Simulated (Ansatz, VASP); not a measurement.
# One calculation of ZnS, two programs

The input POSCAR:

```
ZnS
1.0
    0.0000000000      2.6940955587      2.6940955587
    2.6940955587      0.0000000000      2.6940955587
    2.6940955587      2.6940955587      0.0000000000
Zn S
1 1
Direct
    0.2500000000      0.2500000000      0.2500000000
    0.0000000000      0.0000000000      0.0000000000
```

The input INCAR.step1:

```
SYSTEM = ZnS
  PREC = Accurate
  ENCUT = 550
  ISMEAR = 0
  SIGMA = 0.01
  LREAL = .False.
  LASPH = .True.
  NELM = 120
  NBANDS = 16
  GGA = PE
  ALGO = Normal
  EDIFF = 1E-5
  LWAVE = .True.
  LCHARG = .False.
  GGA_COMPAT = .False.
```

INCAR.step2

```
SYSTEM = ZnS
  PREC = Accurate
  ENCUT = 550
  EDIFF = 1E-6
  ISMEAR = 0
  SIGMA = 0.01
  LREAL = .False.
  LASPH = .True.
  NELM = 120
  ALGO = Normal
  ISIF = 2
  LWAVE = .False.
  LCHARG = .False.
  METAGGA = R2SCAN
  LMIXTAU = .True.
  NBANDS = 16
  ISTART = 1
  GGA_COMPAT = .False.
```

KPOINTS

```
regular mesh
0
Gamma
  8 8 8
  0 0 0
```

Input for Ansatz:

```yaml
crystal:
  lattice:
    - [0.0, 2.6940955587, 2.6940955587]
    - [2.6940955587, 0.0, 2.6940955587]
    - [2.6940955587, 2.6940955587, 0.0]
  atoms:
    - { symbol: Zn, position: [0.25, 0.25, 0.25] }
    - { symbol: S, position: [0.0, 0.0, 0.0] }
kpoints:
  mp_grid: { grid: [8, 8, 8] }
  band_path:
    path:
      - [0.0, 0.0, 0.0]
      - [-0.5, -0.5, 0.0]
      - [-0.375, -0.375, 0.25]
      - [-0.375, 0.0, 0.375]
      - [0.0, 0.0, 0.5]
      - [-0.5, -0.25, 0.25]
    npoints: 1
hamiltonian:
  xc: r2scan
scf:
  occupations: { method: fixed }
  n_extra_bands: 4
output:
  forces: true
  stress: true
  eigenvalues: true
```

Alike in both runs: task single point; functional r2SCAN; k mesh 8 × 8 × 8; no spin polarisation.

|  | VASP | Ansatz |
| --- | --- | --- |
| version | VASP 6.6.1 | Ansatz 0.2.0 |
| potentials or method | VASP PAW PBE potentials, release 64 (Zn, S) | plane waves, PAW |
| plane-wave cutoff (eV) | 550 | 500 |
| occupations | gaussian, width 0.01 eV | fixed |
| valence electrons in the cell | 18 | 18 |

|  | VASP | Ansatz | Ansatz less VASP |
| --- | --- | --- | --- |
| gap on the k mesh at the Fermi level (eV) | 2.72 | 2.71 | -0.011 |
| pressure (GPa) | 0.0 | 0.0 | +0.01 |

VASP's potentials were made for PBE, not for r2SCAN.
